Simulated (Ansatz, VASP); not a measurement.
# Na: VASP beside Ansatz

```xyz
1
Lattice="0.0000 2.2763 2.2763 2.2763 0.0000 2.2763 2.2763 2.2763 0.0000" Properties=species:S:1:pos:R:3 pbc="T T T"
Na    0.0000    0.0000    0.0000
```

Alike in both runs: task single point; functional PBE; k mesh 6 × 6 × 6; occupations gaussian, width 0.1 eV; no spin polarisation.

|  | VASP | Ansatz |
| --- | --- | --- |
| version | VASP 6.6.1 | Ansatz 0.2.0 |
| potentials or method | VASP PAW PBE potentials, release 64 (Na_pv), cutoff 500 eV | scalar-relativistic, plane waves, PAW |
| valence electrons in the cell | 7 | 9 |

|  | VASP | Ansatz | Ansatz less VASP |
| --- | --- | --- | --- |
| gap on the k mesh at the Fermi level (eV) | none | none | - |
| pressure (GPa) | 8.0 | 8.1 | +0.10 |

A gap of «none» marks a metal or a gap that the smearing closes. With one functional, cell and mesh, what is left measures potentials, basis and numerics. VASP's potentials hold 7 valence electrons a cell and Ansatz's 9, so a difference there can come from the potentials and not from the codes.

The k mesh is coarse, so the values compare programs but aren't converged.
